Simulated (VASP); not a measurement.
Input of a VASP 6.6.1 run:

File INCAR:

```
SYSTEM = Mo
  PREC = Accurate
  ENCUT = 520
  EDIFF = 1E-6
  ISMEAR = 0
  SIGMA = 0.15
  LREAL = .False.
  LASPH = .True.
  NELM = 100
  ALGO = Fast
  ISIF = 2
  LWAVE = .False.
  LCHARG = .False.
  GGA = PS
  NBANDS = 13
```

File KPOINTS:

```
Automatic mesh
0
Gamma
  22 22 22
  0 0 0
```

POSCAR

```
Mo
1.0
   -1.5710000000      1.5710000000      1.5081600000
    1.5710000000     -1.5710000000      1.5081600000
    1.5710000000      1.5710000000     -1.5081600000
Mo
1
Direct
    0.0000000000      0.0000000000      0.0000000000
```

Potentials or basis: VASP PAW PBE potentials, release 64 (Mo_sv).

Launch:

```bash
$ cat potpaw_PBE.64/Mo_sv/POTCAR > POTCAR
$ mpirun -np 1 vasp_std > vasp.out
```

(1) Estimate the pressure.

(2) Predict the band gap on the k mesh.

Answers

(1) 9.5 GPa.

(2) zero (bands 7 and 8 overlap by 5.66 eV).

Caveat: the cell differs from its parent crystal (strain +0.000 along x and y, -0.040 along z); the stress differs along the axes, from 5 to 19 GPa; the PAW data sets were made with another functional, which shifts forces and pressure a little.
